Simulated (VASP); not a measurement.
## CdF2: single point with PBE

CdF2:

```
CELL_PARAMETERS angstrom
-0.30143 2.74027 2.66711
2.74027 -0.30143 2.66711
2.43884 2.43884 0.00000
ATOMIC_POSITIONS crystal
Cd 0.00000 0.00000 0.00000
F 0.25000 0.25000 0.25000
F 0.75000 0.75000 0.75000
```

This cell differs from its parent crystal: engineering shear strain xy -0.2200, normal strain along z -0.0267.

| Item | Value |
| --- | --- |
| Program | VASP 6.6.1 |
| Task | single point |
| Functional | PBE |
| Potentials or basis | VASP PAW PBE potentials, release 64 (Cd, F) |
| Cutoff | 520 eV |
| k mesh | 8 × 8 × 8 |
| Occupations | gaussian, width 0.05 eV |
| Spin | no spin polarisation |

```yaml
Pressure: 10.0 GPa
Largest_force: 0.743 eV/Å
Band_gap_on_the_k_mesh: 2.89 eV (least direct gap 3.13 eV)
```

Forces on the atoms (eV/Å):
```
Cd   0.000  0.000  0.000
F    0.000  0.000  0.743
F    0.000  0.000 -0.743
```

Stress tensor (GPa, compression positive):
```
 9.06  8.33  0.00
 8.33  9.06  0.00
 0.00  0.00 11.89
```

Levels at points of the mesh, in eV from the valence-band top:
| k point | band 10 | band 11 | band 12 | band 13 | band 14 | band 15 | band 16 | band 17 |
| --- | --- | --- | --- | --- | --- | --- | --- | --- |
| (0.00, 0.00, 0.00) | -1.24 | -1.12 | -1.08 | -0.24 | 2.89 | 10.49 | 12.64 | 14.74 |
| (0.50, 0.00, 0.00) | -2.25 | -2.03 | -0.73 | -0.24 | 6.44 | 8.31 | 13.65 | 15.94 |
| (0.50, 0.50, 0.00) | -2.98 | -0.90 | -0.77 | 0.00 | 7.68 | 9.35 | 11.69 | 11.88 |
| (0.00, 0.00, 0.50) | -2.39 | -2.13 | -1.06 | -0.75 | 7.45 | 9.33 | 12.50 | 14.83 |
| (0.50, 0.00, 0.50) | -3.25 | -1.06 | -0.61 | -0.25 | 7.91 | 9.12 | 11.69 | 13.82 |

It took 43 s on 1 thread of Intel(R) Xeon(R) Platinum 8488C (Sapphire Rapids) (shared host), peak memory 0.2 GiB.

Caveat: the cell differs from its parent crystal (engineering shear strain xy -0.2200, normal strain along z -0.0267); the cell stands under pressure. A k mesh can miss the band edges.
